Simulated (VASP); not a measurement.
Input of a VASP 6.6.1 run:

INCAR

```
ALGO     = Normal         # electronic algorithm
EDIFF    = 1E-6           # SCF threshold, eV
ENCUT    = 520            # plane-wave cutoff, eV
GGA      = PS             # functional
ISIF     = 2              # what is computed and relaxed
ISMEAR   = -1             # smearing method
LASPH    = True           # aspherical terms in the spheres
LCHARG   = False          # write CHGCAR
LREAL    = False          # projectors in reciprocal space
LWAVE    = False          # write WAVECAR
NBANDS   = 11             # bands
NELM     = 80             # most SCF steps
PREC     = Accurate       # precision mode
SIGMA    = 0.1            # smearing width, eV
```

KPOINTS

```
k-points
0
Gamma
  8 8 3
```

File POSCAR:

```
Pd
1.0
    1.7225900000     -2.2173600000      0.0000000000
    1.7225900000      2.2173600000      0.0000000000
    0.0000000000      0.0000000000      9.0767100000
Pd
1
Direct
    0.0000000000      0.0000000000      0.0000000000
```

Potentials or basis: VASP PAW PBE potentials, release 64 (Pd).

Launch:

```bash
$ cat potpaw_PBE.64/Pd/POTCAR > POTCAR
$ mpirun -np 1 vasp_std > vasp.out
```

Q: Predict the band gap on the k mesh.

A: Zero (bands 5 and 6 overlap by 1.14 eV).

Q: Predict the pressure.

A: -5.0 GPa.

Stress tensor (GPa, compression positive):
```
-7.69  0.00  0.00
 0.00 -7.41  0.00
 0.00  0.00 -0.02
```

Caveat: the stress differs along the axes, from -8 to -0 GPa; the PAW data sets were made with another functional, which shifts forces and pressure a little.
